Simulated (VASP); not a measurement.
InO: single point with PBE

InO, a slab with vacuum:

```
In O
1.0
     3.53995    0.00000    0.00000
    -1.76998    3.06569    0.00000
     0.00000    0.00000   16.67095
In O
2 2
Direct
  0.66667 0.33333 0.59002
  0.66667 0.33333 0.40998
  0.00000 0.00000 0.63987
  0.00000 0.00000 0.36013
```

This cell differs from its parent crystal: strain +0.025 along x and y, +0.050 along z.

```yaml
Program: VASP 6.6.1
Task: single point
Functional: PBE
Potentials_or_basis: VASP PAW PBE potentials, release 64 (In_d, O)
Cutoff: 520 eV
k_mesh: 12 × 12 × 2
Occupations: gaussian, width 0.03 eV
Spin: no spin polarisation
Dipole_correction: no
Further_INCAR_settings: ALGO = Normal; EDIFF = 1e-06; NBANDS = 27
```

```yaml
Largest_force: 0.683 eV/Å
Band_gap_on_the_k_mesh: 0.22 eV, indirect (least direct gap 0.85 eV)
```

Forces in eV/Å, atoms in the order of the input:
```
In   0.000  0.000  0.183
In   0.000  0.000 -0.183
O    0.000  0.000 -0.683
O    0.000  0.000  0.683
```

Levels at points of the mesh, in eV from the valence-band top:
```
           k point  band 15  band 16  band 17  band 18  band 19  band 20  band 21  band 22  band 23  band 24
(0.00, 0.00, 0.00)    -1.59    -1.59    -1.57    -1.57    -0.63     0.22     3.02     6.12     6.33     7.68
(0.50, 0.00, 0.00)    -2.36    -2.35    -2.28    -1.80    -0.20     2.28     3.49     4.96     6.46     7.87
(0.00, 0.00, 0.50)    -1.59    -1.59    -1.57    -1.57    -0.63     0.22     3.02     5.99     6.71     7.09
(0.50, 0.00, 0.50)    -2.36    -2.35    -2.28    -1.80    -0.20     2.28     3.49     4.96     6.46     7.87
```

It took 5.4 min on 1 thread of Intel Xeon 6975P-C (shared host), peak memory 0.4 GiB.

Caveat: the cell differs from its parent crystal (strain +0.025 along x and y, +0.050 along z); spin-orbit coupling is left out, which moves the levels of the heavy elements.
